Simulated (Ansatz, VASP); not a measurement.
## C in VASP and in Ansatz

INCAR

```
SYSTEM = C
ALGO = Normal
EDIFF = 1E-7
EDIFFG = -0.005
ENCUT = 600
GGA = CA
IBRION = 2
ISIF = 3
ISMEAR = 0
LASPH = .TRUE.
LCHARG = .FALSE.
LREAL = .FALSE.
LWAVE = .FALSE.
NELM = 100
NSW = 100
PREC = Accurate
SIGMA = 0.02
```

The input KPOINTS:

```
k-points
0
G
  15 15 15
  0 0 0
```

POSCAR

```
C
1.0
    1.2226153810      0.7058773193      3.2897331974
   -1.2226153810      0.7058773193      3.2897331974
    0.0000000000     -1.4117546386      3.2897331974
C
2
Direct
    0.1665204612      0.1665204612      0.1665204612
    0.8334795388      0.8334795388      0.8334795388
```

Input for Ansatz:

```yaml
crystal:
  lattice:
    - [1.222615381, 0.7058773193, 3.2897331974]
    - [-1.222615381, 0.7058773193, 3.2897331974]
    - [0.0, -1.4117546386, 3.2897331974]
  atoms:
    - { symbol: C, position: [0.1665204612, 0.1665204612, 0.1665204612] }
    - { symbol: C, position: [0.8334795388, 0.8334795388, 0.8334795388] }
basis:
  ecutwfc: 420
kpoints:
  mp_grid: { grid: [15, 15, 15] }
hamiltonian:
  xc: lda
  pseudopotentials: { kind: paw, azcp: { folder: soft_1 } }
scf:
  occupations: { method: gaussian, width: 0.02 }
output:
  forces: true
  stress: true
  eigenvalues: true
relax:
  adjacent_minimum: "off"
  f_tol: 0.005
  max_steps: 80
  cell: { stress_tol: 0.05 }
```

Alike in both runs: task relaxation of cell and atoms; functional LDA; k mesh 15 × 15 × 15; occupations gaussian, width 0.02 eV; no spin polarisation.

|  | VASP | Ansatz |
| --- | --- | --- |
| version | VASP 6.6.1 | Ansatz 0.2.0 |
| potentials or method | VASP PAW LDA potentials, release 64 (C), cutoff 600 eV | scalar-relativistic, plane waves, PAW |
| valence electrons in the cell | 8 | 8 |

VASP gave:

```
gap on the k mesh at the Fermi level, each at its own relaxed structure (eV) : 0.75
relaxed volume (Å³/atom)                                                     : 8.52
relaxed cell length with the largest relative difference (Å)                 : 3.578
```

Problem. What did Ansatz give for the same quantities?

Solution. gap on the k mesh at the Fermi level, each at its own relaxed structure (eV): 0.72; relaxed volume (Å³/atom): 8.57; relaxed cell length with the largest relative difference (Å): 3.601.

Ansatz warns that its potentials were made for another functional, while VASP's fit it. LDA's correlation is that of Perdew and Zunger in VASP and of Perdew and Wang (1992) in Ansatz.
